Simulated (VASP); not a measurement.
A run of VASP 6.6.1:

INCAR

```
  PREC = Accurate
  ENCUT = 520
  EDIFF = 1E-6
  ISMEAR = 0
  SIGMA = 0.1
  LREAL = F
  LASPH = T
  NELM = 80
  ALGO = Normal
  ISIF = 2
  LWAVE = F
  LCHARG = F
  GGA = PE
  NBANDS = 46
```

KPOINTS

```
Automatic mesh
0
Gamma
  4 6 6
```

POSCAR

```
GaN
1.0
    6.0386595132      0.0000000000      0.0000000000
    0.0000000000      4.2618375044      0.0000000000
    0.0000000000      0.0000000000      3.0197639916
Ga N
4 4
Direct
    0.7500000000      0.0000000000      0.5000601278
    0.0000000000      0.5000000000      0.0000000000
    0.2500000000      0.0000000000      0.4999398722
    0.5000000000      0.5000000000      0.0000000000
    0.7500000000      0.5000000000      0.5002406828
    0.0000000000      0.0000000000      0.0000000000
    0.2500000000      0.5000000000      0.4997593172
    0.5000000000      0.0000000000      0.0000000000
```

Potentials or basis: VASP PAW PBE potentials, release 64 (Ga_d, N).

Command:

```bash
$ cat potpaw_PBE.64/Ga_d/POTCAR potpaw_PBE.64/N/POTCAR > POTCAR
$ mpirun -np 1 vasp_std > vasp.out
```

Hardware: 1 thread of AMD EPYC 9R45 96-Core Processor (Zen 5), with other jobs on the host.

Task: How long does it take, and how much memory?

Result: Wall time 85 s on 1 thread of AMD EPYC 9R45 96-Core Processor (Zen 5), with other jobs on the host, peak memory 0.23 GiB. Counts: scf iterations 14, k points 48.
